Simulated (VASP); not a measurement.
Here is a VASP 6.6.1 calculation.

File INCAR:

```
ALGO     = Normal         # electronic algorithm
EDIFF    = 1E-6           # SCF threshold, eV
ENCUT    = 520            # plane-wave cutoff, eV
GGA      = PE             # functional
ISIF     = 2              # what is computed and relaxed
ISMEAR   = -1             # smearing method
LASPH    = True           # aspherical terms in the spheres
LCHARG   = False          # write CHGCAR
LREAL    = False          # projectors in reciprocal space
LWAVE    = False          # write WAVECAR
NBANDS   = 16             # bands
NELM     = 80             # most SCF steps
PREC     = Accurate       # precision mode
SIGMA    = 0.08           # smearing width, eV
```

Contents of KPOINTS:

```
k-points
0
Gamma
  10 10 10
```

POSCAR

```
HgTe
1.0
    0.0292150000      2.9361075000      2.9361075000
    2.9361075000      0.0292150000      2.9361075000
    2.9361075000      2.9361075000      0.0292150000
Hg Te
1 1
Direct
    0.0000000000      0.0000000000      0.0000000000
    0.5000000000      0.5000000000      0.5000000000
```

Potentials or basis: VASP PAW PBE potentials, release 64 (Hg, Te).

Launch:

```console
$ cat potpaw_PBE.64/Hg/POTCAR potpaw_PBE.64/Te/POTCAR > POTCAR
$ mpirun -np 1 vasp_std > vasp.out
```

Question: What does it give for the pressure?

Answer: 10.6 GPa.

Question: Estimate the band gap on the k mesh.

Answer: Zero (band 9 reaches 6.41 eV, above the bottom of band 10 at 3.19 eV).

Stress tensor (GPa, compression positive):
```
10.60 -0.16 -0.16
-0.16 10.60 -0.16
-0.16 -0.16 10.60
```

Caveat: the cell differs from its parent crystal (equal xy, yz and zx shear strains of +1 %); spin-orbit coupling is left out, which moves the levels of the heavy elements.
